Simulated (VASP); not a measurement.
Wanted: the native input for a VASP 6.6.1 run.

| Item | Value |
| --- | --- |
| Task | single point |
| Functional | LDA |
| Potentials or basis | VASP PAW LDA potentials, release 64 (Zn, O_h) |
| Cutoff | 910 eV |
| k mesh | 6 × 6 × 4 |
| Occupations | gaussian, width 0.1 eV |
| Spin | no spin polarisation |
| Dipole correction | no |
| Second run | hard_potentials |
| Further INCAR settings | ALGO = Normal; EDIFF = 1e-06; NBANDS = 26 |

The structure of ZnO (lda) lies in POSCAR:

```
ZnO
1.0
    3.2494000000      0.0000000000      0.0000000000
   -1.6247000000      2.8140629500      0.0000000000
    0.0000000000      0.0000000000      5.2038000000
Zn O
2 2
Direct
    0.3333333300      0.6666666700      0.0000000000
    0.6666666700      0.3333333300      0.5000000000
    0.3333333300      0.6666666700      0.3830000000
    0.6666666700      0.3333333300      0.8830000000
```

The input as run:

INCAR

```
  PREC = Accurate
  ENCUT = 910
  EDIFF = 1E-6
  ISMEAR = 0
  SIGMA = 0.1
  LREAL = False
  LASPH = True
  NELM = 120
  ALGO = Normal
  ISIF = 2
  LWAVE = False
  LCHARG = False
  GGA = CA
  NBANDS = 26
  GGA_COMPAT = False
```

KPOINTS

```
Automatic mesh
0
Gamma
  6 6 4
```

Potentials or basis: VASP PAW LDA potentials, release 64 (Zn, O_h).

Run with:

```console
$ cat potpaw_LDA.64/Zn/POTCAR potpaw_LDA.64/O_h/POTCAR > POTCAR
$ mpirun -np 1 vasp_std > vasp.out
```

It gave:

- Pressure: -6.3 GPa
- Largest force: 0.067 eV/Å
- Band gap on the k mesh: 0.74 eV, direct

Caveat: the cutoff is under 1.25 times the usual one of these potentials, so pressure, stress and relaxed cells hold a basis-set (Pulay) error.

It took 51 s on 1 thread of Intel(R) Xeon(R) Platinum 8488C (Sapphire Rapids) (shared host), peak memory 0.21 GiB.
